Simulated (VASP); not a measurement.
A run of VASP 6.6.1 is set up as follows.

INCAR

```
SYSTEM = AgCl
PREC = Accurate
ENCUT = 520
EDIFF = 1E-8
ISMEAR = -1
SIGMA = 0.03
LREAL = .FALSE.
LASPH = .TRUE.
NELM = 80
ALGO = Normal
ISIF = 2
LWAVE = .FALSE.
LCHARG = .FALSE.
GGA = PE
LEFG = .TRUE.
NBANDS = 16
```

File KPOINTS:

```
Automatic mesh
0
G
  11 11 11
  0 0 0
```

POSCAR

```
AgCl
1.0
    0.0000000000      2.9682291506      2.9682291506
    2.9682291506      0.0000000000      2.9682291506
    2.9682291506      2.9682291506      0.0000000000
Ag Cl
1 1
Direct
    0.0000000000      0.0000000000      0.0000000000
    0.2500000000      0.2500000000      0.2500000000
```

Potentials or basis: VASP PAW PBE potentials, release 64 (Ag, Cl).

The run is started by

```console
$ cat potpaw_PBE.64/Ag/POTCAR potpaw_PBE.64/Cl/POTCAR > POTCAR
$ mpirun -np 1 vasp_std > vasp.out
```

(1) Predict the pressure.

(2) Predict the band gap on the k mesh.

Answers

(1) 2.0 GPa.

(2) 1.22 eV, direct.

Caveat: without QUAD_EFG the Cq values of the log hold for a quadrupole moment of 1 mb, not for the nuclei.
